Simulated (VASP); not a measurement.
Wanted: the native input for a VASP 6.6.1 run.

```
Task                               : relaxation of cell and atoms
Functional                         : HSE06
Potentials or basis                : VASP PAW PBE potentials, release 64 (C)
Cutoff                             : 600 eV
k mesh                             : 3 × 3 × 10
Occupations                        : fermi-dirac, width 0.05 eV
Spin                               : no spin polarisation
Dipole correction                  : no
Grid for exact exchange (PRECFOCK) : Normal
Further INCAR settings             : ALGO = Normal; EDIFF = 1e-07; IBRION = 2; EDIFFG = -0.01; NSW = 60; ISIF = 3
Share of exact exchange            : 0.25
Screening parameter                : 0.2079 1/Å
```

Crystal: C.

```
C
1.0
     4.25517    0.00000    0.00000
     0.00000    4.25517    0.00000
     0.00000    0.00000    1.28229
C
1
Direct
  0.50000 0.50000 0.50000
```

These files were run (other wordings do the same):

POSCAR

```
C
1.0
    4.2551700000      0.0000000000      0.0000000000
    0.0000000000      4.2551700000      0.0000000000
    0.0000000000      0.0000000000      1.2822900000
C
1
Direct
    0.5000000000      0.5000000000      0.5000000000
```

INCAR.step1

```
  PREC = Accurate
  ENCUT = 600
  EDIFF = 1E-5
  ISMEAR = -1
  SIGMA = 0.05
  LREAL = False
  LASPH = True
  NELM = 80
  ALGO = Normal
  LWAVE = True
  LCHARG = False
  GGA = PE
  NBANDS = 8
```

INCAR.step2

```
  PREC = Accurate
  ENCUT = 600
  EDIFF = 1E-7
  ISMEAR = -1
  SIGMA = 0.05
  LREAL = False
  LASPH = True
  NELM = 80
  ALGO = Normal
  ISIF = 3
  LWAVE = False
  LCHARG = False
  GGA = PE
  LHFCALC = True
  HFSCREEN = 0.2079
  PRECFOCK = Normal
  IBRION = 2
  NSW = 60
  EDIFFG = -0.01
  ISTART = 1
```

KPOINTS

```
Automatic mesh
0
Gamma
  3 3 10
```

Potentials or basis: VASP PAW PBE potentials, release 64 (C).

Launch:

```bash
$ cat potpaw_PBE.64/C/POTCAR > POTCAR
$ cp INCAR.step1 INCAR
$ mpirun -np 1 vasp_std > vasp.out
$ cp INCAR.step2 INCAR
$ mpirun -np 1 vasp_std > vasp.out
```

Results of the run:

The relaxed volume is 20.80 Å³/atom and the relaxed cell is a = 4.047 Å, b = 4.047 Å, c = 1.270 Å, α = 90.00°, β = 90.00°, γ = 90.00°. The space group after relaxing (to 0.1 Å) is P4/mmm (No. 123) and the energy gained by relaxing is 7.3 meV/atom. The ionic steps are 22. The pressure after relaxing is 0.0 GPa and the band gap on the k mesh is zero (bands 2 and 3 overlap by 16.86 eV).

Caveat: the k points lie up to 0.52 Å⁻¹ apart in the final cell, too coarse for converged energies and pressures of a metal; the PAW data sets were made with another functional, which shifts forces and pressure a little.

Wall time 31 min on 1 thread of Intel Xeon 8259CL, with other jobs on the host, peak memory 0.23 GiB.
